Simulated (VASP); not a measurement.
# MgO (Fm-3m) in VASP: single point with PBE

Aim: the single point of MgO with PBE.

All numbers are computed with VASP 6.6.1; they aren't measurements. Logs are shortened: lines on timing, memory, paths and dates and some standing lists are left out, and cuts for length are marked.

**1. The cell of the first run**

The structure is cubic, space group Fm-3m (No. 225). The conventional cell has a = 4.213 Å, b = 4.213 Å, c = 4.213 Å, α = 90.00°, β = 90.00°, γ = 90.00°. Within 2.8 Å of Mg (site symmetry m-3m) lie 6 O at 2.11 Å. Within 2.8 Å of O (site symmetry m-3m) lie 6 Mg at 2.11 Å.

**2. Single point, PBE**

INCAR

```
SYSTEM = MgO
PREC = Accurate
ENCUT = 840
EDIFF = 1E-6
ISMEAR = -1
SIGMA = 0.3
LREAL = .False.
LASPH = .True.
NELM = 120
ALGO = Normal
ISIF = 2
LWAVE = .False.
LCHARG = .False.
GGA = PE
NBANDS = 15
GGA_COMPAT = .False.
```

KPOINTS

```
regular mesh
0
Gamma
  9 9 9
  0 0 0
```

POSCAR

```
MgO
1.0
    0.0000000000      2.1064000000      2.1064000000
    2.1064000000      0.0000000000      2.1064000000
    2.1064000000      2.1064000000      0.0000000000
Mg O
1 1
Direct
    0.0000000000      0.0000000000      0.0000000000
    0.5000000000      0.5000000000      0.5000000000
```

Potentials or basis: VASP PAW PBE potentials, release 64 (Mg_sv, O).

Started as:

```console
$ cat potpaw_PBE.64/Mg_sv/POTCAR potpaw_PBE.64/O/POTCAR > POTCAR
$ mpirun -np 1 vasp_std > vasp.out
```

OUTCAR:

```text
SYSTEM = MgO
   PREC = Accurate
   ENCUT = 840
   EDIFF = 1E-6
   ISMEAR = -1
   LREAL = .False.
   LASPH = .True.
   NELM = 120
   ISIF = 2
   GGA = PE

 ion  position               nearest neighbor table
   1  0.000  0.000  0.000-   2 2.11   2 2.11   2 2.11   2 2.11   2 2.11   2 2.11
   2  0.500  0.500  0.500-   1 2.11   1 2.11   1 2.11   1 2.11   1 2.11   1 2.11

  LATTYP: Found a face centered cubic cell.
 ALAT       =     4.2128000000

  Lattice vectors:

 A1 = (   0.0000000000,   2.1064000000,   2.1064000000)
 A2 = (   2.1064000000,   0.0000000000,   2.1064000000)
 A3 = (   2.1064000000,   2.1064000000,   0.0000000000)

Analysis of symmetry for initial positions (statically):
=====================================================================
 Subroutine PRICEL returns:
 Original cell was already a primitive cell.

 Routine SETGRP: Setting up the symmetry group for a
 face centered cubic supercell.

 Subroutine GETGRP returns: Found 48 space group operations
 (whereof 48 operations were pure point group operations)
 out of a pool of 48 trial point group operations.

The static configuration has the point symmetry O_h .

Analysis of symmetry for dynamics (positions and initial velocities):
=====================================================================
 Subroutine PRICEL returns:
 Original cell was already a primitive cell.

 Routine SETGRP: Setting up the symmetry group for a
 face centered cubic supercell.

 Subroutine GETGRP returns: Found 48 space group operations
 (whereof 48 operations were pure point group operations)
 out of a pool of 48 trial point group operations.

The dynamic configuration has the point symmetry O_h .

 Subroutine INISYM returns: Found 48 space group operations
 (whereof 48 operations are pure point group operations),
 and found     1 'primitive' translations

----------------------------------------------------------------------------------------

                                     Primitive cell

  volume of cell :      18.6919

  direct lattice vectors                    reciprocal lattice vectors
     0.000000000  2.106400000  2.106400000    -0.237371819  0.237371819  0.237371819
     2.106400000  0.000000000  2.106400000     0.237371819 -0.237371819  0.237371819
     2.106400000  2.106400000  0.000000000     0.237371819  0.237371819 -0.237371819

  length of vectors
     2.978899448  2.978899448  2.978899448     0.411140051  0.411140051  0.411140051

[... 89 lines left out ...]
   TEBEG  =    0.0;   TEEND  =   0.0 temperature during run
   PSTRESS=    0.0 pullay stress
   NELECT =      16.0000    total number of electrons
   NUPDOWN=      -1.0000    fix difference up-down
   EMIN   =  10.00;   EMAX   =-10.00  energy-range for DOS
   EFERMI =   0.00;   METHOD = LEGACY
   ISMEAR =    -1;   SIGMA  =   0.30  broadening in eV -4-tet -1-fermi 0-gaus
   EFERMI_NEDOS =   21; number of points for ismear=-14 and -15
   IALGO  =     38    algorithm
   IMIX   =      4    mixing-type and parameters
     AMIX     =   0.40;   BMIX     =  1.00
     AMIX_MAG =   1.60;   BMIX_MAG =  1.00
  volume/ion in A,a.u.               =       9.35        63.07
  Fermi-wavevector in a.u.,A,eV,Ry     =   1.554404  2.937398 32.874024  2.416173
  Thomas-Fermi vector in A             =   2.658495
   LORBIT       =      0    0 simple, 1 ext, 2 COOP (PROOUT), +10 PAW based schemes
   GGA     = PE    functional components
   LHFCALC =     F    Hartree Fock is set to
   AEXX    =    0.0000 exact exchange contribution
   IVDW    =     0    specifies the selected vdW correction
   LEPSILON=     F    determine dielectric tensor
   LRPA    =     F    only Hartree local field effects (RPA)
 non-spin polarized calculation
  energy-cutoff  :      840.00
  volume of cell :       18.69
 maximum number of plane-waves:      1044
   NGX = 15   NGY = 15   NGZ = 15

 number of electron      15.9999995 magnetization

 Free energy of the ion-electron system (eV)
  ---------------------------------------------------
  ext. energy  EPLUGINS =         0.00000000
  ---------------------------------------------------
  free energy    TOTEN  =       -11.87514170 eV

  energy without entropy =      -11.87504651  energy(sigma->0) =      -11.87509411

 E-fermi :   5.8875     XC(G=0): -11.3885

 val. band max:        2.9115571860   @ k =   0.0000   0.0000   0.0000
 cond. band min:       7.6462481792   @ k =   0.0000   0.0000   0.0000
 fundamental gap:      4.7346909932
 Fermi energy:         5.8875117074

 k-point     1 :       0.0000    0.0000    0.0000
  band No.  band energies     occupation
      1     -69.3583      2.00000
      2     -36.0831      2.00000
      3     -36.0831      2.00000
      4     -36.0831      2.00000
      5     -14.3342      2.00000
      6       2.9116      1.99990
      7       2.9116      1.99990
      8       2.9116      1.99990
      9       7.6462      0.00567
     10      18.7146      0.00000
     11      18.7146      0.00000
     12      18.7146      0.00000
     13      22.6262      0.00000
     14      24.4066      0.00000
[... 401 lines left out ...]
      2     -36.1544      2.00000
      3     -36.1110      2.00000
      4     -36.1110      2.00000
      5     -12.8520      2.00000
      6      -1.0709      2.00000
      7       1.6064      2.00000
      8       1.6064      2.00000
      9      12.1382      0.00000
     10      12.8852      0.00000
     11      16.0245      0.00000
     12      21.8052      0.00000
     13      21.8052      0.00000
     14      28.4612      0.00000
     15      29.4047      0.00000

 [... further k-points ...]

------------------------ aborting loop because EDIFF is reached ----------------------------------------

  FORCE on cell =-STRESS in cart. coord.  units (eV):
  Direction    XX          YY          ZZ          XY          YZ          ZX
  --------------------------------------------------------------------------------------
  -------------------------------------------------------------------------------------
  Total        0.5482835      0.5482835      0.5482835      0.0000000      0.0000000     -0.0000000
  in kB       46.9962486     46.9962486     46.9962486      0.0000000      0.0000000     -0.0000000
  external PRESSURE =      46.9962486 kB  Pullay stress =       0.0000000 kB

 VOLUME and BASIS-vectors are now :
 -----------------------------------------------------------------------------
  energy-cutoff  :      840.00
  volume of cell :       18.69
      direct lattice vectors                 reciprocal lattice vectors
     0.000000000  2.106400000  2.106400000    -0.237371819  0.237371819  0.237371819
     2.106400000  0.000000000  2.106400000     0.237371819 -0.237371819  0.237371819
     2.106400000  2.106400000  0.000000000     0.237371819  0.237371819 -0.237371819

 POSITION                                       TOTAL-FORCE (eV/Angst)
 -----------------------------------------------------------------------------------
      0.00000      0.00000      0.00000         0.000000      0.000000      0.000000
      2.10640      2.10640      2.10640        -0.000000     -0.000000     -0.000000
 -----------------------------------------------------------------------------------
    total drift:                                0.000000      0.000000      0.000000

  FREE ENERGIE OF THE ION-ELECTRON SYSTEM (eV)
  ---------------------------------------------------
  free  energy   TOTEN  =       -11.8751416960 eV

  energy  without entropy=      -11.8750465146  energy(sigma->0) =      -11.87509411
```

stdout:

```text
POSCAR found type information on POSCAR MgO
 POSCAR found :  2 types and       2 ions
 scaLAPACK will be used
 LDA part: xc-table for (Slater+PW92), standard interpolation
 POSCAR, INCAR and KPOINTS ok, starting setup
 FFT: planning ... GRIDC
 FFT: planning ... GRID_SOFT
 FFT: planning ... GRID
 WAVECAR not read
 entering main loop
```

Wall time 14 s (1 thread of AMD EPYC 7R43 (Zen 3), shared host); peak memory 0.12 GiB.

Results:

- Free energy: -11.8751 eV
- Pressure: 4.7 GPa
- Band gap on the k mesh: 4.73 eV

Caveat: the cell stands under pressure; so wide a smearing shifts energies and pressures. Expect the measured gap to be larger: semilocal functionals such as PBE lack the derivative discontinuity.
